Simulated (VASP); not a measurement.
Runs of VASP 6.6.1 on Na2ClF. The structure is that of space group R-3m (No. 166), or close to it. The cells are those of the table. 

```csv
task,level,cell,k mesh,cutoff (eV),smearing,gap on the mesh (eV),pressure (GPa),largest force (eV/Å)
relaxation of cell and atoms,PBE,"relaxed from a = 5.812 Å, angles 33.6°, 4 atoms",8 × 8 × 8,600,fermi-dirac 0.02 eV,(a),0.0,-
single point,PBE,"a = 6.279 Å, angles 33.5°, 4 atoms",8 × 8 × 8,520,fermi-dirac 0.02 eV,4.34,1.9,0.03
single point,PBE,"a = 6.279 Å, angles 33.5°, 4 atoms",4 × 4 × 4,520,gaussian 0.01 eV,4.33,1.9,0.03
single point,PBE,"a = 6.417 Å, angles 33.4°, 4 atoms",8 × 8 × 8,520,fermi-dirac 0.02 eV,4.23,(b),-
single point,r2SCAN,"a = 6.279 Å, angles 33.5°, 4 atoms",8 × 8 × 8,520,gaussian 0.01 eV,5.05,-0.4,-
```

Alike in all rows: potentials or basis VASP PAW PBE potentials, release 64 (F, Cl, Na_pv); no spin polarisation.

Q: Fill in the values left out.

A: (a) 4.25; (b) -0.1.

Caveats: some runs use coarse meshes; the PAW data sets were made with another functional, which shifts forces and pressure a little (some runs).

A k mesh can miss the band edges.
